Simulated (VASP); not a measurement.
The system is SbBr2.

```xyz
6
Lattice="5.8181 0.0000 0.0000 0.0000 5.8181 0.0000 0.0000 0.0000 5.8181" Properties=species:S:1:pos:R:3 pbc="T T T"
Sb    0.0000    0.0000    0.0000
Sb    2.9090    2.9090    2.9090
Br    1.4545    1.4545    1.4545
Br    1.4545    4.3635    4.3635
Br    4.3635    4.3635    1.4545
Br    4.3635    1.4545    4.3635
```

| Property | Result |
| --- | --- |
| Program | VASP 6.6.1 |
| Task | relaxation of cell and atoms |
| Functional | PBE |
| Potentials or basis | VASP PAW PBE potentials, release 64 (Sb, Br) |
| Cutoff | 600 eV |
| k mesh | 4 × 4 × 4 |
| Occupations | gaussian, width 0.1 eV |
| Spin | no spin polarisation |

At the start: pressure 14.3 GPa; volume 32.82 Å³/atom.

Task: How do energy, volume and symmetry change on relaxing?

Result: Over 4 steps the energy falls by 403.8 meV/atom and the volume is 44.76 Å³/atom (+36.4 %); space group Pn-3m (No. 224, to 0.1 Å) before and after.

The path:
| step | energy change (eV) | largest force (eV/Å) | pressure (GPa) | volume (Å³) |
| --- | --- | --- | --- | --- |
| 1 | 0.0000 | 0.0000 | 14.32 | 196.94 |
| 2 | -2.2790 | 0.0000 | -1.72 | 292.96 |
| 3 | -2.4216 | 0.0000 | 0.19 | 266.20 |
| 4 | -2.4227 | 0.0000 | -0.02 | 268.56 |

Final structure:
```
CELL_PARAMETERS angstrom
6.45179 0.00000 0.00000
0.00000 6.45179 0.00000
0.00000 0.00000 6.45179
ATOMIC_POSITIONS crystal
Sb 0.00000 0.00000 0.00000
Sb 0.50000 0.50000 0.50000
Br 0.25000 0.25000 0.25000
Br 0.25000 0.75000 0.75000
Br 0.75000 0.75000 0.25000
Br 0.75000 0.25000 0.75000
```

Caveat: the volume moved by over 15 % at a fixed basis, so the end points are rough.
